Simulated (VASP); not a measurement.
Input of a VASP 6.6.1 run:

POSCAR

```
Rh
1.0
    0.0000000000      1.8978500000      1.8978500000
    1.8978500000      0.0000000000      1.8978500000
    1.8978500000      1.8978500000      0.0000000000
Rh
1
Direct
    0.0000000000      0.0000000000      0.0000000000
```

The input INCAR.step1:

```
SYSTEM = Rh
  PREC = Accurate
  ENCUT = 520
  EDIFF = 1E-5
  ISMEAR = -1
  SIGMA = 0.05
  LREAL = .FALSE.
  LASPH = .TRUE.
  NELM = 60
  ALGO = Normal
  ISIF = 2
  LWAVE = .TRUE.
  LCHARG = .FALSE.
  NBANDS = 14
  GGA = PE
```

The input INCAR.step2:

```
SYSTEM = Rh
  PREC = Accurate
  ENCUT = 520
  EDIFF = 1E-6
  ISMEAR = -1
  SIGMA = 0.05
  LREAL = .FALSE.
  LASPH = .TRUE.
  NELM = 60
  ALGO = Normal
  ISIF = 2
  LWAVE = .FALSE.
  LCHARG = .FALSE.
  GGA = PE
  LHFCALC = .TRUE.
  AEXX = 0.25
  PRECFOCK = Normal
  NBANDS = 14
  ISTART = 1
```

Contents of KPOINTS:

```
Automatic mesh
0
G
  8 8 8
  0 0 0
```

Potentials or basis: VASP PAW PBE potentials, release 64 (Rh_pv).

Command:

```sh
$ cat potpaw_PBE.64/Rh_pv/POTCAR > POTCAR
$ cp INCAR.step1 INCAR
$ mpirun -np 1 vasp_std > vasp.out
$ cp INCAR.step2 INCAR
$ mpirun -np 1 vasp_std > vasp.out
```

(1) What does it give for the band gap on the k mesh?

(2) What does it give for the pressure?

Results:

(1) zero (an odd number of electrons rules out a gap without spin polarisation).

(2) -2.3 GPa.

Caveat: the PAW data sets were made with another functional, which shifts forces and pressure a little.
